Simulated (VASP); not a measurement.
# Zr2O (P4_2/nmc) in VASP: further runs, part 2 of 2

VASP 6.6.1.

## (4) Single point, r2SCAN

This run uses another cell than the first one, of 18.79 Å³/atom.

The input, POSCAR:

```
Zr2O
1.0
    3.3363692053      0.0000000000      0.0000000000
    0.0000000000      3.3363692053      0.0000000000
    0.0000000000      0.0000000000     10.1307906608
Zr O
4 2
Direct
    0.0000000000      0.5000000000      0.1254339891
    0.0000000000      0.5000000000      0.6254339891
    0.5000000000      0.0000000000      0.3745660109
    0.5000000000      0.0000000000      0.8745660109
    0.0000000000      0.0000000000      0.0000000000
    0.5000000000      0.5000000000      0.5000000000
```

The input, INCAR.step1:

```
PREC     = Accurate       # precision mode
ENCUT    = 520            # plane-wave cutoff, eV
ISMEAR   = 0              # smearing method
SIGMA    = 0.1            # smearing width, eV
LREAL    = False          # projectors in reciprocal space
LASPH    = True           # aspherical terms in the spheres
NELM     = 60             # most SCF steps
NBANDS   = 39             # bands
GGA      = PE             # functional
ALGO     = Normal         # electronic algorithm
EDIFF    = 1E-4           # SCF threshold, eV
LWAVE    = True           # write WAVECAR
LCHARG   = False          # write CHGCAR
```

The input, INCAR.step2:

```
PREC     = Accurate       # precision mode
ENCUT    = 520            # plane-wave cutoff, eV
EDIFF    = 1E-7           # SCF threshold, eV
ISMEAR   = 0              # smearing method
SIGMA    = 0.1            # smearing width, eV
LREAL    = False          # projectors in reciprocal space
LASPH    = True           # aspherical terms in the spheres
NELM     = 60             # most SCF steps
ALGO     = Normal         # electronic algorithm
ISIF     = 2              # what is computed and relaxed
LWAVE    = False          # write WAVECAR
LCHARG   = False          # write CHGCAR
METAGGA  = R2SCAN         # meta-GGA
LMIXTAU  = True         
NBANDS   = 39             # bands
ISTART   = 1
```

The input, KPOINTS:

```
Automatic mesh
0
Gamma
  6 6 2
```

Potentials or basis: VASP PAW PBE potentials, release 64 (Zr_sv, O).

Launch:

```
> cat potpaw_PBE.64/Zr_sv/POTCAR potpaw_PBE.64/O/POTCAR > POTCAR
> cp INCAR.step1 INCAR
> mpirun -np 1 vasp_std > vasp.out
> cp INCAR.step2 INCAR
> mpirun -np 1 vasp_std > vasp.out
```

OUTCAR:

```text
PREC = Accurate
   ENCUT = 520
   EDIFF = 1E-7
   ISMEAR = 0
   LREAL = False
   LASPH = True
   NELM = 60
   ISIF = 2
   METAGGA = R2SCAN
   ISTART = 1

 ion  position               nearest neighbor table
   1  0.000  0.500  0.125-   5 2.10   5 2.10   3 3.45   3 3.45   3 3.45   3 3.45   4 3.47   4 3.47
                             4 3.47   4 3.47
   2  0.000  0.500  0.625-   6 2.10   6 2.10   4 3.45   4 3.45   4 3.45   4 3.45   3 3.47   3 3.47
                             3 3.47   3 3.47
   3  0.500  0.000  0.375-   6 2.10   6 2.10   1 3.45   1 3.45   1 3.45   1 3.45   2 3.47   2 3.47
                             2 3.47   2 3.47
   4  0.500  0.000  0.875-   5 2.10   5 2.10   2 3.45   2 3.45   2 3.45   2 3.45   1 3.47   1 3.47
                             1 3.47   1 3.47
   5  0.000  0.000  0.000-   1 2.10   4 2.10   1 2.10   4 2.10
   6  0.500  0.500  0.500-   2 2.10   3 2.10   3 2.10   2 2.10

  LATTYP: Found a simple tetragonal cell.
 ALAT       =     3.3363692053
 C/A-ratio  =     3.0364716964

  Lattice vectors:

 A1 = (   3.3363692053,   0.0000000000,   0.0000000000)
 A2 = (   0.0000000000,   3.3363692053,   0.0000000000)
 A3 = (   0.0000000000,   0.0000000000,  10.1307906608)

Analysis of symmetry for initial positions (statically):
=====================================================================
 Subroutine PRICEL returns:
 Original cell was already a primitive cell.

 Routine SETGRP: Setting up the symmetry group for a
 simple tetragonal supercell.

 Subroutine GETGRP returns: Found 16 space group operations
 (whereof  8 operations were pure point group operations)
 out of a pool of 16 trial point group operations.

The static configuration has the point symmetry D_2d.
 The point group associated with its full space group is D_4h.

Analysis of symmetry for dynamics (positions and initial velocities):
=====================================================================
 Subroutine PRICEL returns:
 Original cell was already a primitive cell.
[... 134 lines left out ...]
  Fermi-wavevector in a.u.,A,eV,Ry     =   1.326564  2.506842 23.943137  1.759771
  Thomas-Fermi vector in A             =   2.455941
   LORBIT       =      0    0 simple, 1 ext, 2 COOP (PROOUT), +10 PAW based schemes
   METAGGA = R2SCAN    functional components
   LHFCALC =     F    Hartree Fock is set to
   AEXX    =    0.0000 exact exchange contribution
   IVDW    =     0    specifies the selected vdW correction
   LEPSILON=     F    determine dielectric tensor
   LRPA    =     F    only Hartree local field effects (RPA)
 non-spin polarized calculation
 Gauss-broadening in eV      SIGMA  =   0.10
  energy-cutoff  :      520.00
  volume of cell :      112.77
 maximum number of plane-waves:      3060
 NGX is ok and might be reduce to    28
   NGX = 13   NGY = 13   NGZ = 37

 number of electron      60.0000005 magnetization

 Free energy of the ion-electron system (eV)
  ---------------------------------------------------
  ext. energy  EPLUGINS =         0.00000000
  ---------------------------------------------------
  free energy    TOTEN  =      -113.61273392 eV

  energy without entropy =     -113.58222927  energy(sigma->0) =     -113.59748160

 E-fermi :   8.0577     XC(G=0): -11.6369

 val. band max:        8.0503359467   @ k =   0.1667   0.1667   0.0000
 cond. band min:       8.1061681817   @ k =   0.5000   0.1667   0.0000
 fundamental gap:      0.0558322350
 Fermi energy:         8.0577293467

 k-point     1 :       0.0000    0.0000    0.0000
  band No.  band energies     occupation
      1     -42.7573      2.00000
      2     -42.7192      2.00000
      3     -42.7042      2.00000
      4     -42.6657      2.00000
      5     -20.6995      2.00000
      6     -20.4941      2.00000
[... 829 lines left out ...]
     38      11.7063      0.00000
     39      12.7316      0.00000

------------------------ aborting loop because EDIFF is reached ----------------------------------------

  FORCE on cell =-STRESS in cart. coord.  units (eV):
  Direction    XX          YY          ZZ          XY          YZ          ZX
  --------------------------------------------------------------------------------------
  -------------------------------------------------------------------------------------
  Total        0.0368433      0.0368433      0.3254003      0.0000000      0.0000000      0.0000000
  in kB        0.5234527      0.5234527      4.6231390      0.0000000      0.0000000      0.0000000
  external PRESSURE =       1.8900148 kB  Pullay stress =       0.0000000 kB

 VOLUME and BASIS-vectors are now :
 -----------------------------------------------------------------------------
  energy-cutoff  :      520.00
  volume of cell :      112.77
      direct lattice vectors                 reciprocal lattice vectors
     3.336369205  0.000000000  0.000000000     0.299727020  0.000000000  0.000000000
     0.000000000  3.336369205  0.000000000     0.000000000  0.299727020  0.000000000
     0.000000000  0.000000000 10.130790661     0.000000000  0.000000000  0.098708979

 POSITION                                       TOTAL-FORCE (eV/Angst)
 -----------------------------------------------------------------------------------
      0.00000      1.66818      1.27075         0.000000      0.000000      0.073370
      0.00000      1.66818      6.33614         0.000000     -0.000000      0.073370
      1.66818      0.00000      3.79465         0.000000      0.000000     -0.073370
      1.66818      0.00000      8.86005        -0.000000      0.000000     -0.073370
      0.00000      0.00000      0.00000        -0.000000      0.000000     -0.000000
      1.66818      1.66818      5.06540         0.000000     -0.000000     -0.000000
 -----------------------------------------------------------------------------------
    total drift:                                0.000000     -0.000000     -0.000000

  FREE ENERGIE OF THE ION-ELECTRON SYSTEM (eV)
  ---------------------------------------------------
  free  energy   TOTEN  =      -113.6127339179 eV

  energy  without entropy=     -113.5822292722  energy(sigma->0) =     -113.59748160
```

OSZICAR.step1:

```text
N       E                     dE             d eps       ncg     rms          rms(c)
DAV:   1     0.608692159250E+03    0.60869E+03   -0.32072E+04  1560   0.153E+03
DAV:   2    -0.364456870625E+01   -0.61234E+03   -0.59597E+03  1787   0.448E+02
DAV:   3    -0.564817215815E+02   -0.52837E+02   -0.51850E+02  2393   0.108E+02
DAV:   4    -0.600673538417E+02   -0.35856E+01   -0.35760E+01  2329   0.246E+01
DAV:   5    -0.602120138192E+02   -0.14466E+00   -0.14464E+00  2133   0.409E+00    0.299E+01
DAV:   6    -0.539233225460E+02    0.62887E+01   -0.36796E+01  1981   0.299E+01    0.129E+01
DAV:   7    -0.537038157935E+02    0.21951E+00   -0.41990E+00  1906   0.970E+00    0.633E+00
DAV:   8    -0.537001741623E+02    0.36416E-02   -0.53975E-01  2103   0.368E+00    0.109E+00
DAV:   9    -0.537019381695E+02   -0.17640E-02   -0.55420E-02  1962   0.140E+00    0.581E-01
DAV:  10    -0.537021836359E+02   -0.24547E-03   -0.94438E-03  1880   0.615E-01    0.870E-02
DAV:  11    -0.537020531623E+02    0.13047E-03   -0.76415E-04  1834   0.159E-01    0.276E-02
DAV:  12    -0.537020526951E+02    0.46716E-06   -0.31503E-05  1159   0.413E-02
   1 F= -.53702053E+02 E0= -.53688817E+02  d E =-.264720E-01
```

It took 5.5 min on 1 thread of Intel Xeon Platinum 8488C (Sapphire Rapids), shared host; peak memory 0.27 GiB.

Results:

```yaml
Free_energy: -113.6127 eV
Pressure: 0.2 GPa
Largest_force: 0.073 eV/Å
Band_gap_on_the_k_mesh: zero (bands 30 and 31 overlap by 0.36 eV)
```

Forces on the atoms (eV/Å):
```
Zr   0.000  0.000  0.073
Zr   0.000  0.000  0.073
Zr   0.000  0.000 -0.073
Zr   0.000  0.000 -0.073
O    0.000  0.000  0.000
O    0.000  0.000  0.000
```

Stress tensor (GPa, compression positive):
```
0.05 0.00 0.00
0.00 0.05 0.00
0.00 0.00 0.46
```

Caveat: the PAW data sets were made with another functional, which shifts forces and pressure a little.

## (5) Summary

```tsv
cell	k mesh	gap on the mesh (eV)	pressure (GPa)	largest force (eV/Å)
a = 4.103, b = 4.103, c = 5.907 Å, 6 atoms, atomic positions A	4 × 4 × 4	none	-6.4	0.74
a = 3.339, b = 3.339, c = 10.154 Å, 6 atoms, atomic positions B	4 × 4 × 4	none	0.1	0.03
a = 3.336, b = 3.336, c = 10.131 Å, 6 atoms, atomic positions B	6 × 6 × 2	none	0.2	0.07
```

Alike in all rows: task single point; level r2SCAN; potentials or basis VASP PAW PBE potentials, release 64 (Zr_sv, O); no spin polarisation; cutoff (eV) 520; smearing gaussian 0.1 eV.

Caveats: some runs use coarse meshes; the PAW data sets were made with another functional, which shifts forces and pressure a little.

Absolute energies hang on the potentials; compare differences alone.
